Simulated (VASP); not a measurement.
Crystal: Zr.

```
Zr
1.0
     5.75429    0.00000    0.00000
     0.00000    5.75429    0.00000
     0.00000    0.00000    5.75429
Zr
8
Cartesian
  2.8771 2.8771 2.8771
  0.0000 0.0000 0.0000
  1.4386 0.0000 2.8771
  2.8771 1.4386 0.0000
  2.8771 4.3157 0.0000
  4.3157 0.0000 2.8771
  0.0000 2.8771 4.3157
  0.0000 2.8771 1.4386
```

```yaml
Program: VASP 6.6.1
Task: relaxation of cell and atoms
Functional: PBEsol
Potentials_or_basis: VASP PAW PBE potentials, release 64 (Zr_sv)
Cutoff: 600 eV
k_mesh: 4 × 4 × 4
Occupations: gaussian, width 0.1 eV
Spin: no spin polarisation
```

At the start: pressure -6.6 GPa; volume 23.82 Å³/atom.

Question: Where does the relaxation end?

Answer: Over 3 steps the energy falls by 39.4 meV/atom and the volume is 22.01 Å³/atom (-7.6 %); space group Pm-3n (No. 223, to 0.1 Å) before and after.

Step by step:
| step | energy change (eV) | largest force (eV/Å) | pressure (GPa) | volume (Å³) |
| --- | --- | --- | --- | --- |
| 1 | 0.0000 | 0.0000 | -6.58 | 190.53 |
| 2 | -0.0909 | 0.0000 | 6.80 | 164.83 |
| 3 | -0.3153 | 0.0000 | -0.06 | 176.07 |

Final structure:
```yaml
crystal:
  lattice:
    - [5.60477, 0.00000, 0.00000]
    - [0.00000, 5.60477, 0.00000]
    - [0.00000, 0.00000, 5.60477]
  atoms:
    - { symbol: Zr, position: [0.50000, 0.50000, 0.50000] }
    - { symbol: Zr, position: [0.00000, 0.00000, 0.00000] }
    - { symbol: Zr, position: [0.25000, 0.00000, 0.50000] }
    - { symbol: Zr, position: [0.50000, 0.25000, 0.00000] }
    - { symbol: Zr, position: [0.50000, 0.75000, 0.00000] }
    - { symbol: Zr, position: [0.75000, 0.00000, 0.50000] }
    - { symbol: Zr, position: [0.00000, 0.50000, 0.75000] }
    - { symbol: Zr, position: [0.00000, 0.50000, 0.25000] }
```

Caveat: the PAW data sets were made with another functional, which shifts forces and pressure a little.
